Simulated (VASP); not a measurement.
Here is a VASP 6.6.1 calculation.

The input INCAR:

```
PREC = Accurate
ENCUT = 1300
EDIFF = 1E-6
ISMEAR = 0
SIGMA = 0.15
LREAL = F
LASPH = T
NELM = 120
ALGO = Normal
ISIF = 2
LWAVE = F
LCHARG = T
GGA = PS
LELF = T
LVHAR = T
NBANDS = 16
GGA_COMPAT = F
```

The input KPOINTS:

```
regular mesh
0
Gamma
  24 24 24
```

Contents of POSCAR:

```
WC
1.0
    2.8984136663      0.0000000000      0.0000000000
   -1.4492068332      2.5100998657      0.0000000000
    0.0000000000      0.0000000000      2.8276119040
W C
1 1
Direct
    0.0000000000      0.0000000000      0.0000000000
    0.6666666667      0.3333333333      0.5000000000
```

Potentials or basis: VASP PAW PBE potentials, release 64 (W_sv, C_h).

The run is started by

```console
$ cat potpaw_PBE.64/W_sv/POTCAR potpaw_PBE.64/C_h/POTCAR > POTCAR
$ mpirun -np 1 vasp_std > vasp.out
```

Problem. Predict the pressure.

Solution. 1.2 GPa.

Problem. What does it give for the band gap on the k mesh?

Solution. Zero (bands 9 and 10 overlap by 1.27 eV).

Caveat: the PAW data sets were made with another functional, which shifts forces and pressure a little; spin-orbit coupling is left out, which moves the levels of the heavy elements.
